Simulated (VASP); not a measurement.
A run of VASP 6.6.1:

INCAR

```
ALGO = Normal ; DIPOL = 0.5 0.5 0.308
EDIFF = 1E-6 ; ENCUT = 520
GGA = PE ; IDIPOL = 3
ISIF = 2 ; ISMEAR = 0
LASPH = T ; LCHARG = F
LDIPOL = T ; LREAL = Auto
LWAVE = F ; NBANDS = 44
NELM = 60 ; PREC = Accurate
SIGMA = 0.1
```

The input KPOINTS:

```
k-points
0
Gamma
  5 3 1
```

File POSCAR:

```
Al9H
1.0
    5.7070863106      0.0000000000      0.0000000000
   -1.4267715776      9.7014842380      0.0000000000
    0.0000000000      0.0000000000     22.7903703519
Al H
18 2
Direct
    0.2662216041      0.0648864163      0.1755127248
    0.7662216041      0.0648864163      0.1755127248
    0.3354806058      0.3419224231      0.2192029854
    0.8354806058      0.3419224231      0.2192029854
    0.1493324061      0.5973296244      0.2279410375
    0.6493324061      0.5973296244      0.2279410375
    0.4631842064      0.8527368258      0.2366790896
    0.9631842065      0.8527368258      0.2366790896
    0.0319772093      0.1277109169      0.2808262502
    0.5319772093      0.1277109169      0.2808262502
    0.0997917601      0.4042231294      0.3301071124
    0.5997917601      0.4042231294      0.3301071124
    0.4144000537      0.6596656514      0.3369822081
    0.9144000537      0.6596656514      0.3369822081
    0.2263076916      0.9110819252      0.3449259130
    0.7263076916      0.9110819252      0.3449259130
    0.2962427243      0.1814072004      0.3857054631
    0.7962427243      0.1814072004      0.3857054631
    0.6062643800      0.3914885899      0.5436669155
    0.6062643800      0.4577756274      0.5436669155
```

Potentials or basis: VASP PAW PBE potentials, release 64 (Al, H).

Command:

```sh
$ cat potpaw_PBE.64/Al/POTCAR potpaw_PBE.64/H/POTCAR > POTCAR
$ mpirun -np 1 vasp_std > vasp.out
```

Hardware: 1 thread of Intel(R) Xeon(R) Platinum 8488C (Sapphire Rapids) (shared host).

How long does it take, and how much memory?

Run time: 14 min on 1 thread of Intel(R) Xeon(R) Platinum 8488C (Sapphire Rapids), with other jobs on the host, peak memory 1.2 GiB. Counts: scf iterations 25, k points 8.
